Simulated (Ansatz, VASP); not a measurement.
## Ga: VASP beside Ansatz

File INCAR:

```
SYSTEM = Ga
ALGO = Normal ; EDIFF = 1E-6
ENCUT = 500 ; GGA = RE
GGA_COMPAT = .False. ; ISIF = 2
ISMEAR = 0 ; LASPH = .True.
LCHARG = .False. ; LORBIT = 11
LORBMOM = .True. ; LREAL = .False.
LSORBIT = .True. ; LWAVE = .False.
MAGMOM = 0 0 0 ; NBANDS = 24
NELM = 200 ; PREC = Accurate
SIGMA = 0.1
```

The input KPOINTS:

```
k-points
0
Gamma
  13 13 13
  0 0 0
```

POSCAR

```
Ga
1.0
   -1.3843987200      1.3843987200      2.3112238350
    1.3843987200     -1.3843987200      2.3112238350
    1.3843987200      1.3843987200     -2.3112238350
Ga
1
Direct
    0.0000000000      0.0000000000      0.0000000000
```

File input.yaml:

```yaml
crystal:
  lattice: { a: 2.76879744, b: 2.76879744, c: 4.62244767, alpha: 90.0, beta: 90.0, gamma: 90.0 }
  space_group: 139
  reduce_to_primitive: true
  atoms:
    - { symbol: Ga, wyckoff: "2a", position: [0.0, 0.0, 0.0] }
hamiltonian:
  xc: revpbe
  pseudopotentials: { kind: nc_fr, accuracy: stringent }
magnetization:
  noncollinear: true
  spin_orbit: true
kpoints:
  mp_grid: { grid: [13, 13, 13] }
scf:
  occupations: { method: gaussian, width: 0.1 }
  n_extra_bands: 6
output:
  forces: true
  stress: true
  eigenvalues: true
  dos: { projected: false, de: 0.05, nscf_kmesh: { grid: [20, 20, 20] } }
```

Alike in both runs: functional revPBE; k mesh 13 × 13 × 13; occupations gaussian, width 0.1 eV; non-collinear spin, spin-orbit coupling.

|  | VASP | Ansatz |
| --- | --- | --- |
| version | VASP 6.6.1 | Ansatz 0.2.0 |
| potentials or method | VASP PAW PBE potentials, release 64 (Ga_d) | PseudoDojo stringent (PBE files) |
| plane-wave cutoff (eV) | 500 | 1551 |
| valence electrons in the cell | 13 | 21 |
| task | single point | density of states |

Ansatz gave:

```
pressure (GPa)                                                : 5.2
traceless stress, the component that is largest in VASP (GPa) : -0.42
```

**Question.** Which values does VASP return?

**Answer.** Pressure (GPa): 5.0; traceless stress, the component that is largest in VASP (GPa): -0.45.

VASP's potentials were made for PBE, not for revPBE. VASP's potentials hold 13 valence electrons a cell and Ansatz's 21, so a difference there can come from the potentials and not from the codes.

Noted on Ansatz's run: the potentials were made for another functional, which shifts forces and pressure.
